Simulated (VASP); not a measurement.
# B (Im-3m) in VASP: further runs

The runs below take B through single point, with PBE.

Program: VASP 6.6.1. These are calculated values, not measurements. Logs are shortened: lines on timing, memory, paths and dates and some standing lists are left out, and cuts for length are marked.

**1. The cell of the first run**

Symmetry: Im-3m, No. 229, cubic system. The conventional cell has a = 1.933 Å, b = 1.933 Å, c = 1.933 Å, α = 90.00°, β = 90.00°, γ = 90.00°. B (site symmetry m-3m) has 14 B at 1.67 to 1.93 Å within 2.2 Å.

**2. Single point, PBE**

Input file INCAR:

```
  PREC = Accurate
  ENCUT = 520
  EDIFF = 1E-7
  ISMEAR = -1
  SIGMA = 0.1
  LREAL = F
  LASPH = T
  NELM = 100
  ALGO = Normal
  ISIF = 2
  LWAVE = F
  LCHARG = F
  GGA = PE
  NBANDS = 8
```

Input file KPOINTS:

```
regular mesh
0
Gamma
  27 27 27
```

Input file POSCAR:

```
B
1.0
   -0.9664153699      0.9664153699      0.9664153699
    0.9664153699     -0.9664153699      0.9664153699
    0.9664153699      0.9664153699     -0.9664153699
B
1
Direct
    0.0000000000      0.0000000000      0.0000000000
```

Potentials or basis: VASP PAW PBE potentials, release 64 (B).

On the command line:

```bash
$ cat potpaw_PBE.64/B/POTCAR > POTCAR
$ mpirun -np 1 vasp_std > vasp.out
```

OUTCAR:

```text
PREC = Accurate
   ENCUT = 520
   EDIFF = 1E-7
   ISMEAR = -1
   LREAL = F
   LASPH = T
   NELM = 100
   ISIF = 2
   GGA = PE

 ion  position               nearest neighbor table
   1  0.000  0.000  0.000-

  LATTYP: Found a body centered cubic cell.
 ALAT       =     1.9328307398

  Lattice vectors:

 A1 = (  -0.9664153699,   0.9664153699,   0.9664153699)
 A2 = (   0.9664153699,  -0.9664153699,   0.9664153699)
 A3 = (   0.9664153699,   0.9664153699,  -0.9664153699)

Analysis of symmetry for initial positions (statically):
=====================================================================
 Subroutine PRICEL returns:
 Original cell was already a primitive cell.

 Routine SETGRP: Setting up the symmetry group for a
 body centered cubic supercell.

 Subroutine GETGRP returns: Found 48 space group operations
 (whereof 48 operations were pure point group operations)
 out of a pool of 48 trial point group operations.

The static configuration has the point symmetry O_h .

Analysis of symmetry for dynamics (positions and initial velocities):
=====================================================================
 Subroutine PRICEL returns:
 Original cell was already a primitive cell.

 Routine SETGRP: Setting up the symmetry group for a
 body centered cubic supercell.

 Subroutine GETGRP returns: Found 48 space group operations
 (whereof 48 operations were pure point group operations)
 out of a pool of 48 trial point group operations.

The dynamic configuration has the point symmetry O_h .

 Subroutine INISYM returns: Found 48 space group operations
 (whereof 48 operations are pure point group operations),
 and found     1 'primitive' translations

----------------------------------------------------------------------------------------

                                     Primitive cell

  volume of cell :       3.6104

  direct lattice vectors                    reciprocal lattice vectors
    -0.966415370  0.966415370  0.966415370     0.000000000  0.517375877  0.517375877
     0.966415370 -0.966415370  0.966415370     0.517375877  0.000000000  0.517375877
     0.966415370  0.966415370 -0.966415370     0.517375877  0.517375877  0.000000000

  length of vectors
     1.673880522  1.673880522  1.673880522     0.731679983  0.731679983  0.731679983

  position of ions in fractional coordinates (direct lattice)
     0.000000000  0.000000000  0.000000000

  ion indices of the primitive-cell ions
[... 74 lines left out ...]
   EDIFF  = 0.1E-06   stopping-criterion for ELM
   LREAL  =      F    real-space projection
   EDIFFG = 0.1E-05   stopping-criterion for IOM
   NSW    =      0    number of steps for IOM
   IBRION =     -1    ionic relax: 0-MD 1-quasi-New 2-CG
   NFREE  =      0    steps in history (QN), initial steepest desc. (CG)
   ISIF   =      2    stress and relaxation
   ISYM   =      2    0-nonsym 1-usesym 2-fastsym
   POTIM  = 0.5000    time-step for ionic-motion
   TEBEG  =    0.0;   TEEND  =   0.0 temperature during run
   PSTRESS=    0.0 pullay stress
   NELECT =       3.0000    total number of electrons
   NUPDOWN=      -1.0000    fix difference up-down
   EMIN   =  10.00;   EMAX   =-10.00  energy-range for DOS
   EFERMI =   0.00;   METHOD = LEGACY
   ISMEAR =    -1;   SIGMA  =   0.10  broadening in eV -4-tet -1-fermi 0-gaus
   EFERMI_NEDOS =   21; number of points for ismear=-14 and -15
   IALGO  =     38    algorithm
   IMIX   =      4    mixing-type and parameters
     AMIX     =   0.40;   BMIX     =  1.00
     AMIX_MAG =   1.60;   BMIX_MAG =  1.00
  volume/ion in A,a.u.               =       3.61        24.36
  Fermi-wavevector in a.u.,A,eV,Ry     =   1.539093  2.908463 32.229564  2.368806
  Thomas-Fermi vector in A             =   2.645369
   LORBIT       =      0    0 simple, 1 ext, 2 COOP (PROOUT), +10 PAW based schemes
   GGA     = PE    functional components
   LHFCALC =     F    Hartree Fock is set to
   AEXX    =    0.0000 exact exchange contribution
   IVDW    =     0    specifies the selected vdW correction
   LEPSILON=     F    determine dielectric tensor
   LRPA    =     F    only Hartree local field effects (RPA)
 non-spin polarized calculation
  energy-cutoff  :      520.00
  volume of cell :        3.61
 maximum number of plane-waves:       104
   NGX =  7   NGY =  7   NGZ =  7

 number of electron       3.0000000 magnetization

 Free energy of the ion-electron system (eV)
  ---------------------------------------------------
  ext. energy  EPLUGINS =         0.00000000
  ---------------------------------------------------
  free energy    TOTEN  =        -3.26222969 eV

  energy without entropy =       -3.25675034  energy(sigma->0) =       -3.25949002

 E-fermi :  17.5724     XC(G=0): -15.2311

 val. band max:       17.5594471068   @ k =  -0.3704   0.4074   0.0370
 cond. band min:      17.5731734979   @ k =   0.3333   0.0741   0.0370
 fundamental gap:      0.0137263911
 Fermi energy:        17.5724224419

 k-point     1 :       0.0000    0.0000    0.0000
  band No.  band energies     occupation
      1      -8.1589      2.00000
      2      42.4515      0.00000
      3      42.4515      0.00000
      4      42.4515      0.00000
      5      63.9655      0.00000
      6      63.9655      0.00000
      7      63.9655      0.00000
      8      68.6607      0.00000
[... 243 lines left out ...]
 k-point    24 :       0.3704    0.0370    0.0000
  band No.  band energies     occupation
      1       0.2503      2.00000
      2      17.4981      1.35553
      3      31.8432      0.00000
      4      36.8098      0.00000
      5      48.4859      0.00000
      6      55.5504      0.00000
      7      69.4562      0.00000
      8      79.9292      0.00000

 [... further k-points ...]

------------------------ aborting loop because EDIFF is reached ----------------------------------------

  FORCE on cell =-STRESS in cart. coord.  units (eV):
  Direction    XX          YY          ZZ          XY          YZ          ZX
  --------------------------------------------------------------------------------------
  -------------------------------------------------------------------------------------
  Total        7.4440618      7.4440618      7.4440618      0.0000000      0.0000000     -0.0000000
  in kB     3303.4601608   3303.4601608   3303.4601608      0.0000000      0.0000000     -0.0000000
  external PRESSURE =    3303.4601608 kB  Pullay stress =       0.0000000 kB

 VOLUME and BASIS-vectors are now :
 -----------------------------------------------------------------------------
  energy-cutoff  :      520.00
  volume of cell :        3.61
      direct lattice vectors                 reciprocal lattice vectors
    -0.966415370  0.966415370  0.966415370     0.000000000  0.517375877  0.517375877
     0.966415370 -0.966415370  0.966415370     0.517375877  0.000000000  0.517375877
     0.966415370  0.966415370 -0.966415370     0.517375877  0.517375877  0.000000000

 POSITION                                       TOTAL-FORCE (eV/Angst)
 -----------------------------------------------------------------------------------
      0.00000      0.00000      0.00000         0.000000      0.000000      0.000000
 -----------------------------------------------------------------------------------
    total drift:                               -0.000000     -0.000000     -0.000000

  FREE ENERGIE OF THE ION-ELECTRON SYSTEM (eV)
  ---------------------------------------------------
  free  energy   TOTEN  =        -3.2622296922 eV

  energy  without entropy=       -3.2567503425  energy(sigma->0) =       -3.25949002
```

OSZICAR:

```text
N       E                     dE             d eps       ncg     rms          rms(c)
DAV:   1    -0.144925422922E+01   -0.14493E+01   -0.19015E+03 10584   0.318E+02
DAV:   2    -0.331100494926E+01   -0.18618E+01   -0.18051E+01 11280   0.372E+01
DAV:   3    -0.331175679970E+01   -0.75185E-03   -0.75179E-03 10168   0.781E-01
DAV:   4    -0.331175681111E+01   -0.11414E-07   -0.10363E-07 11848   0.251E-03
DAV:   5    -0.331175680973E+01    0.13860E-08   -0.27382E-12 10192   0.903E-06    0.329E+00
DAV:   6    -0.327727090405E+01    0.34486E-01   -0.16210E-03  9336   0.358E-01    0.201E+00
DAV:   7    -0.326223634105E+01    0.15035E-01   -0.16342E-03  9552   0.361E-01    0.383E-02
DAV:   8    -0.326223004934E+01    0.62917E-05   -0.38615E-06  9544   0.172E-02    0.184E-02
DAV:   9    -0.326222969961E+01    0.34973E-06   -0.69363E-07 10488   0.648E-03    0.115E-03
DAV:  10    -0.326222969221E+01    0.73999E-08   -0.20838E-09  5424   0.442E-04
   1 F= -.32622297E+01 E0= -.32594900E+01  d E =-.547935E-02
```

stdout:

```text
POSCAR found type information on POSCAR B
 POSCAR found :  1 types and       1 ions
 scaLAPACK will be used
 LDA part: xc-table for (Slater+PW92), standard interpolation
 POSCAR, INCAR and KPOINTS ok, starting setup
 FFT: planning ... GRIDC
 FFT: planning ... GRID_SOFT
 FFT: planning ... GRID
 WAVECAR not read
 entering main loop
```

It took 4 s on 1 thread of Intel Xeon 6975P-C, shared host; peak memory 0.11 GiB.

What came out:

```
Free energy : -3.2622 eV
Pressure    : 330.3 GPa
```

Levels at points of the mesh, in eV from the Fermi level:
| k point | band 1 | band 2 | band 3 | band 4 | band 5 | band 6 |
| --- | --- | --- | --- | --- | --- | --- |
| (0.00, 0.00, 0.00) | -25.73 | 24.88 | 24.88 | 24.88 | 46.39 | 46.39 |

**3. Single point, PBE**

Input file INCAR:

```
SYSTEM = B
PREC = Accurate ; ENCUT = 520
EDIFF = 1E-6 ; ISMEAR = -1
SIGMA = 0.1 ; LREAL = .False.
LASPH = .True. ; NELM = 80
ALGO = Normal ; ISIF = 2
LWAVE = .False. ; LCHARG = .True.
GGA = PE ; LELF = .True.
LVHAR = .True. ; NBANDS = 8
```

Input file KPOINTS:

```
regular mesh
0
Gamma
  27 27 27
  0 0 0
```

POSCAR is that of step 2.

Potentials or basis: VASP PAW PBE potentials, release 64 (B).

On the command line:

```bash
$ cat potpaw_PBE.64/B/POTCAR > POTCAR
$ mpirun -np 1 vasp_std > vasp.out
```

Run time: 3.9 s. Hardware: 1 thread of Intel Xeon 6975P-C, shared host; peak memory 0.11 GiB.

Results (log left out):

```yaml
Free_energy: -3.2622 eV
Pressure: 330.3 GPa
```

Levels at points of the mesh, in eV from the Fermi level:
```tsv
k point	band 1	band 2	band 3	band 4	band 5
(0.00, 0.00, 0.00)	-25.73	24.88	24.88	24.88	46.39
```
